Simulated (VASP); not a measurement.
# Sb (Im-3m) in VASP: a series of runs

Sb is run at these levels: PBE, PBE-based screened hybrid, PBEsol-based screened hybrid; tasks: single point.

Everything below comes from runs of VASP 6.6.1. Logs are shortened: lines on timing, memory, paths and dates and some standing lists are left out, and cuts for length are marked.

### Step 1. The cell of the first run

Symmetry: Im-3m, No. 229, cubic system. The conventional cell has a = 3.767 Å, b = 3.767 Å, c = 3.767 Å, α = 90.00°, β = 90.00°, γ = 90.00°. Within 4.3 Å of Sb (site symmetry m-3m) lie 14 Sb at 3.26 to 3.77 Å.

### Step 2. Single point, PBE

File INCAR:

```
SYSTEM = Sb
ALGO     = Normal         ! electronic algorithm
EDIFF    = 1E-6           ! SCF threshold, eV
ENCUT    = 500            ! plane-wave cutoff, eV
GGA      = PE             ! functional
GGA_COMPAT= .False.      
ISIF     = 2              ! what is computed and relaxed
ISMEAR   = -1             ! smearing method
LASPH    = .True.         ! aspherical terms in the spheres
LCHARG   = .False.        ! write CHGCAR
LREAL    = .False.        ! projectors in reciprocal space
LWAVE    = .False.        ! write WAVECAR
NBANDS   = 8              ! bands
NELM     = 120            ! most SCF steps
PREC     = Accurate       ! precision mode
SIGMA    = 0.05           ! smearing width, eV
```

File KPOINTS:

```
k-points
0
Gamma
  10 10 10
  0 0 0
```

File POSCAR:

```
Sb
1.0
   -1.8837342335      1.8837342335      1.8837342335
    1.8837342335     -1.8837342335      1.8837342335
    1.8837342335      1.8837342335     -1.8837342335
Sb
1
Direct
    0.0000000000      0.0000000000      0.0000000000
```

Potentials or basis: VASP PAW PBE potentials, release 64 (Sb).

Run with:

```sh
> cat potpaw_PBE.64/Sb/POTCAR > POTCAR
> mpirun -np 1 vasp_std > vasp.out
```

OUTCAR:

```text
SYSTEM = Sb
   EDIFF = 1E-6
   ENCUT = 500
   GGA = PE
   ISIF = 2
   ISMEAR = -1
   LASPH = .True.
   LREAL = .False.
   NELM = 120
   PREC = Accurate

 ion  position               nearest neighbor table
   1  0.000  0.000  0.000-

  LATTYP: Found a body centered cubic cell.
 ALAT       =     3.7674684670

  Lattice vectors:

 A1 = (  -1.8837342335,   1.8837342335,   1.8837342335)
 A2 = (   1.8837342335,  -1.8837342335,   1.8837342335)
 A3 = (   1.8837342335,   1.8837342335,  -1.8837342335)

Analysis of symmetry for initial positions (statically):
=====================================================================
 Subroutine PRICEL returns:
 Original cell was already a primitive cell.

 Routine SETGRP: Setting up the symmetry group for a
 body centered cubic supercell.

 Subroutine GETGRP returns: Found 48 space group operations
 (whereof 48 operations were pure point group operations)
 out of a pool of 48 trial point group operations.

The static configuration has the point symmetry O_h .

Analysis of symmetry for dynamics (positions and initial velocities):
=====================================================================
 Subroutine PRICEL returns:
 Original cell was already a primitive cell.

 Routine SETGRP: Setting up the symmetry group for a
 body centered cubic supercell.

 Subroutine GETGRP returns: Found 48 space group operations
 (whereof 48 operations were pure point group operations)
 out of a pool of 48 trial point group operations.

The dynamic configuration has the point symmetry O_h .

 Subroutine INISYM returns: Found 48 space group operations
 (whereof 48 operations are pure point group operations),
 and found     1 'primitive' translations

----------------------------------------------------------------------------------------

                                     Primitive cell

  volume of cell :      26.7374

  direct lattice vectors                    reciprocal lattice vectors
    -1.883734234  1.883734234  1.883734234     0.000000000  0.265430224  0.265430224
     1.883734234 -1.883734234  1.883734234     0.265430224  0.000000000  0.265430224
     1.883734234  1.883734234 -1.883734234     0.265430224  0.265430224  0.000000000

  length of vectors
     3.262723400  3.262723400  3.262723400     0.375375023  0.375375023  0.375375023

  position of ions in fractional coordinates (direct lattice)
     0.000000000  0.000000000  0.000000000

  ion indices of the primitive-cell ions
[... 69 lines left out ...]
   LNONCOLLINEAR =      F non collinear calculations
   LSORBIT =      F    spin-orbit coupling
   LASPH  =      T    aspherical Exc in radial PAW
   ENCUT  =  500.0 eV  36.75 Ry    6.06 a.u.   5.95  5.95  5.95*2*pi/ulx,y,z
   NELM   =    120;   NELMIN=  2; NELMDL= -5     # of ELM steps
   EDIFF  = 0.1E-05   stopping-criterion for ELM
   LREAL  =      F    real-space projection
   EDIFFG = 0.1E-04   stopping-criterion for IOM
   NSW    =      0    number of steps for IOM
   IBRION =     -1    ionic relax: 0-MD 1-quasi-New 2-CG
   NFREE  =      0    steps in history (QN), initial steepest desc. (CG)
   ISIF   =      2    stress and relaxation
   ISYM   =      2    0-nonsym 1-usesym 2-fastsym
   POTIM  = 0.5000    time-step for ionic-motion
   TEBEG  =    0.0;   TEEND  =   0.0 temperature during run
   PSTRESS=    0.0 pullay stress
   NELECT =       5.0000    total number of electrons
   NUPDOWN=      -1.0000    fix difference up-down
   EMIN   =  10.00;   EMAX   =-10.00  energy-range for DOS
   EFERMI =   0.00;   METHOD = LEGACY
   ISMEAR =    -1;   SIGMA  =   0.05  broadening in eV -4-tet -1-fermi 0-gaus
   EFERMI_NEDOS =   21; number of points for ismear=-14 and -15
   IALGO  =     38    algorithm
   IMIX   =      4    mixing-type and parameters
     AMIX     =   0.40;   BMIX     =  1.00
     AMIX_MAG =   1.60;   BMIX_MAG =  1.00
  volume/ion in A,a.u.               =      26.74       180.43
  Fermi-wavevector in a.u.,A,eV,Ry     =   0.936178  1.769120 11.924550  0.876430
  Thomas-Fermi vector in A             =   2.063161
   LORBIT       =      0    0 simple, 1 ext, 2 COOP (PROOUT), +10 PAW based schemes
   GGA     = PE    functional components
   LHFCALC =     F    Hartree Fock is set to
   AEXX    =    0.0000 exact exchange contribution
   IVDW    =     0    specifies the selected vdW correction
   LEPSILON=     F    determine dielectric tensor
   LRPA    =     F    only Hartree local field effects (RPA)
 non-spin polarized calculation
  energy-cutoff  :      500.00
  volume of cell :       26.74
 maximum number of plane-waves:       691
   NGX = 11   NGY = 11   NGZ = 11

 number of electron       4.9999999 magnetization

 Free energy of the ion-electron system (eV)
  ---------------------------------------------------
  ext. energy  EPLUGINS =         0.00000000
  ---------------------------------------------------
  free energy    TOTEN  =        -3.89814690 eV

  energy without entropy =       -3.88927093  energy(sigma->0) =       -3.89370892

 E-fermi :   8.5347     XC(G=0): -10.2580

 val. band max:        8.5222441779   @ k =  -0.3000   0.4000   0.1000
 cond. band min:       8.5394480403   @ k =   0.3000   0.1000   0.1000
 fundamental gap:      0.0172038623
 Fermi energy:         8.5346810671

 k-point     1 :       0.0000    0.0000    0.0000
  band No.  band energies     occupation
      1      -4.3515      2.00000
      2      14.0907      0.00000
      3      14.0907      0.00000
      4      14.0907      0.00000
      5      19.1197      0.00000
      6      19.1197      0.00000
      7      19.1197      0.00000
      8      20.3454      0.00000
[... 243 lines left out ...]
 k-point    24 :      -0.3000    0.3000    0.1000
  band No.  band energies     occupation
      1      -2.2855      2.00000
      2       6.9131      2.00000
      3      10.5271      0.00000
      4      11.8815      0.00000
      5      16.1705      0.00000
      6      17.0933      0.00000
      7      18.2909      0.00000
      8      23.4424      0.00000

 [... further k-points ...]
[... 5 lines left out ...]
  --------------------------------------------------------------------------------------
  -------------------------------------------------------------------------------------
  Total        0.2763465      0.2763465      0.2763465     -0.0000000     -0.0000000     -0.0000000
  in kB       16.5594391     16.5594391     16.5594391     -0.0000000     -0.0000000     -0.0000000
  external PRESSURE =      16.5594391 kB  Pullay stress =       0.0000000 kB

 VOLUME and BASIS-vectors are now :
 -----------------------------------------------------------------------------
  energy-cutoff  :      500.00
  volume of cell :       26.74
      direct lattice vectors                 reciprocal lattice vectors
    -1.883734234  1.883734234  1.883734234     0.000000000  0.265430224  0.265430224
     1.883734234 -1.883734234  1.883734234     0.265430224  0.000000000  0.265430224
     1.883734234  1.883734234 -1.883734234     0.265430224  0.265430224  0.000000000

 POSITION                                       TOTAL-FORCE (eV/Angst)
 -----------------------------------------------------------------------------------
      0.00000      0.00000      0.00000         0.000000     -0.000000     -0.000000
 -----------------------------------------------------------------------------------
    total drift:                                0.000000      0.000000     -0.000000

  FREE ENERGIE OF THE ION-ELECTRON SYSTEM (eV)
  ---------------------------------------------------
  free  energy   TOTEN  =        -3.8981469023 eV

  energy  without entropy=       -3.8892709334  energy(sigma->0) =       -3.89370892
```

Wall time 4 s (1 thread of AMD EPYC 9R45 (Zen 5), shared host); peak memory 0.11 GiB.

What came out:

- Free energy: -3.8981 eV
- Pressure: 1.7 GPa

Caveat: spin-orbit coupling is left out, which moves the levels of the heavy elements.

### Step 3. Single point, PBE-based screened hybrid

This run uses another cell than the first one, of 26.21 Å³/atom, 0.980 times its volume.

File POSCAR:

```
Sb
1.0
   -1.8713408863      1.8713408863      1.8713408863
    1.8713408863     -1.8713408863      1.8713408863
    1.8713408863      1.8713408863     -1.8713408863
Sb
1
Direct
    0.0000000000      0.0000000000      0.0000000000
```

File INCAR.step1:

```
PREC = Accurate
ENCUT = 520
EDIFF = 1E-5
ISMEAR = -1
SIGMA = 0.05
LREAL = False
LASPH = True
NELM = 80
ALGO = Normal
ISIF = 2
LWAVE = True
LCHARG = False
NBANDS = 8
GGA = PE
```

File INCAR.step2:

```
PREC = Accurate
ENCUT = 520
EDIFF = 1E-7
ISMEAR = -1
SIGMA = 0.05
LREAL = False
LASPH = True
NELM = 80
ALGO = Normal
ISIF = 2
LWAVE = False
LCHARG = False
GGA = PE
LHFCALC = True
AEXX = 0.25
HFSCREEN = 0.3
PRECFOCK = Normal
NBANDS = 8
ISTART = 1
```

File KPOINTS:

```
regular mesh
0
Gamma
  5 5 5
```

Potentials or basis: VASP PAW PBE potentials, release 64 (Sb).

Run with:

```sh
> cat potpaw_PBE.64/Sb/POTCAR > POTCAR
> cp INCAR.step1 INCAR
> mpirun -np 1 vasp_std > vasp.out
> cp INCAR.step2 INCAR
> mpirun -np 1 vasp_std > vasp.out
```

OUTCAR:

```text
PREC = Accurate
   ENCUT = 520
   EDIFF = 1E-7
   ISMEAR = -1
   LREAL = False
   LASPH = True
   NELM = 80
   ISIF = 2
   GGA = PE
   LHFCALC = True
   AEXX = 0.25
   HFSCREEN = 0.3
   PRECFOCK = Normal
   ISTART = 1

 ion  position               nearest neighbor table
   1  0.000  0.000  0.000-

  LATTYP: Found a body centered cubic cell.
 ALAT       =     3.7426817726

  Lattice vectors:

 A1 = (  -1.8713408863,   1.8713408863,   1.8713408863)
 A2 = (   1.8713408863,  -1.8713408863,   1.8713408863)
 A3 = (   1.8713408863,   1.8713408863,  -1.8713408863)

Analysis of symmetry for initial positions (statically):
=====================================================================
 Subroutine PRICEL returns:
 Original cell was already a primitive cell.

 Routine SETGRP: Setting up the symmetry group for a
 body centered cubic supercell.

[... 152 lines left out ...]
  free energy    TOTEN  =        -4.56541375 eV

  energy without entropy =       -4.53900612  energy(sigma->0) =       -4.55220993

 E-fermi :   8.7831     XC(G=0):  -8.7343

 val. band max:        7.1006977568   @ k =   0.2000   0.2000   0.2000
 cond. band min:       8.7930127769   @ k =   0.2000   0.2000   0.0000
 fundamental gap:      1.6923150201
 Fermi energy:         8.7830783339

 k-point     1 :       0.0000    0.0000    0.0000
  band No.  band energies     occupation
      1      -5.6870      2.00000
      2      14.9549      0.00000
      3      14.9549      0.00000
      4      14.9549      0.00000
      5      19.8314      0.00000
      6      19.8314      0.00000
      7      19.8314      0.00000
      8      21.3314      0.00000
[... 89 lines left out ...]
 k-point    10 :      -0.4000    0.4000    0.4000
  band No.  band energies     occupation
      1       1.2303      2.00000
      2       6.5826      2.00000
      3       6.8785      2.00000
      4       6.8785      2.00000
      5      12.2418      0.00000
      6      14.4210      0.00000
      7      24.6187      0.00000
      8      25.2278      0.00000

------------------------ aborting loop because EDIFF is reached ----------------------------------------

  FORCE on cell =-STRESS in cart. coord.  units (eV):
  Direction    XX          YY          ZZ          XY          YZ          ZX
  --------------------------------------------------------------------------------------
  -------------------------------------------------------------------------------------
  Total       -0.2574288     -0.2574288     -0.2574288     -0.0000000     -0.0000000     -0.0000000
  in kB      -15.7343545    -15.7343545    -15.7343545     -0.0000000     -0.0000000     -0.0000000
  external PRESSURE =     -15.7343545 kB  Pullay stress =       0.0000000 kB

 VOLUME and BASIS-vectors are now :
 -----------------------------------------------------------------------------
  energy-cutoff  :      520.00
  volume of cell :       26.21
      direct lattice vectors                 reciprocal lattice vectors
    -1.871340886  1.871340886  1.871340886     0.000000000  0.267188092  0.267188092
     1.871340886 -1.871340886  1.871340886     0.267188092  0.000000000  0.267188092
     1.871340886  1.871340886 -1.871340886     0.267188092  0.267188092  0.000000000

 POSITION                                       TOTAL-FORCE (eV/Angst)
 -----------------------------------------------------------------------------------
      0.00000      0.00000      0.00000        -0.000000      0.000000     -0.000000
 -----------------------------------------------------------------------------------
    total drift:                               -0.000000      0.000000     -0.000000

  FREE ENERGIE OF THE ION-ELECTRON SYSTEM (eV)
  ---------------------------------------------------
  free  energy   TOTEN  =        -4.5654137476 eV

  energy  without entropy=       -4.5390061220  energy(sigma->0) =       -4.55220993
```

Wall time 3 min (1 thread of AMD EPYC 9R45 (Zen 5), shared host); peak memory 0.21 GiB.

Results:

- Free energy: -4.5654 eV
- Pressure: -1.6 GPa

Levels at points of the mesh, in eV from the Fermi level:
| k point | band 1 | band 2 | band 3 | band 4 | band 5 |
| --- | --- | --- | --- | --- | --- |
| (0.00, 0.00, 0.00) | -14.47 | 6.17 | 6.17 | 6.17 | 11.05 |

Caveat: the k points lie up to 0.47 Å⁻¹ apart; the PAW data sets were made with another functional, which shifts forces and pressure a little; spin-orbit coupling is left out, which moves the levels of the heavy elements.

(Continued in part 2 of 3.)
